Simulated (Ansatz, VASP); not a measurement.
## SiO2: VASP beside Ansatz

```
CELL_PARAMETERS angstrom
4.93290 0.00000 0.00000
0.00000 4.93290 0.00000
0.00000 0.00000 6.46450
ATOMIC_POSITIONS crystal
Si 0.68310 0.68310 0.50000
Si 0.81690 0.18310 0.75000
Si 0.31690 0.31690 0.00000
Si 0.18310 0.81690 0.25000
O 0.36366 0.73074 0.45001
O 0.76926 0.86366 0.70001
O 0.63634 0.26926 0.95001
O 0.23074 0.13634 0.20001
O 0.86366 0.76926 0.29999
O 0.26926 0.63634 0.04999
O 0.13634 0.23074 0.79999
O 0.73074 0.36366 0.54999
```

Alike in both runs: functional PBE; k mesh 4 × 4 × 3; occupations fermi-dirac, width 0.02 eV; no spin polarisation.

Ansatz relaxed the structure, and its values are those at the end. VASP's run is a single point on that final structure, the one shown.

|  | VASP | Ansatz |
| --- | --- | --- |
| version | VASP 6.6.1 | Ansatz 0.2.0 |
| potentials or method | VASP PAW PBE potentials, release 64 (Si, O) | plane-wave PAW, scalar-relativistic |
| plane-wave cutoff (eV) | 520 | 420 |
| valence electrons in the cell | 64 | 64 |

Ansatz gave:

```
gap on the k mesh at the Fermi level (eV) : 5.65
pressure (GPa)                            : 2.7
rms of the force components (eV/Å)        : 0.005
```

Q: Which values does VASP return?

A: gap on the k mesh at the Fermi level (eV): 5.66; pressure (GPa): 2.9; rms of the force components (eV/Å): 0.011.

Ansatz's warnings: stress scf threshold loose.
